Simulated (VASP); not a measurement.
A run of VASP 6.6.1:

The input INCAR:

```
PREC = Accurate ; ENCUT = 520
EDIFF = 1E-7 ; ISMEAR = -1
SIGMA = 0.05 ; LREAL = F
LASPH = T ; NELM = 100
ALGO = Normal ; ISIF = 2
LWAVE = F ; LCHARG = F
GGA = PE ; NBANDS = 17
```

File KPOINTS:

```
Automatic mesh
0
Gamma
  6 6 3
```

The input POSCAR:

```
Sr
1.0
    4.2936848980     -0.0065041555      0.0005273955
   -2.1524752129      3.6320155493     -0.0004068117
    0.0008626772     -0.0002703106      7.1395009440
Sr
2
Direct
    0.2810493153      0.6015261754      0.2731853386
    0.6238644147      0.2918518946      0.7731922814
```

Potentials or basis: VASP PAW PBE potentials, release 64 (Sr_sv).

Run with:

```console
$ cat potpaw_PBE.64/Sr_sv/POTCAR > POTCAR
$ mpirun -np 1 vasp_std > vasp.out
```

Hardware: 1 thread of Intel(R) Xeon(R) Platinum 8559C (Emerald Rapids), on a shared host.

Question: Estimate the wall time of this run.

Answer: Run time: 34 s on 1 thread of Intel(R) Xeon(R) Platinum 8559C (Emerald Rapids) (shared host), peak memory 0.26 GiB. Counts: scf iterations 14, k points 56.
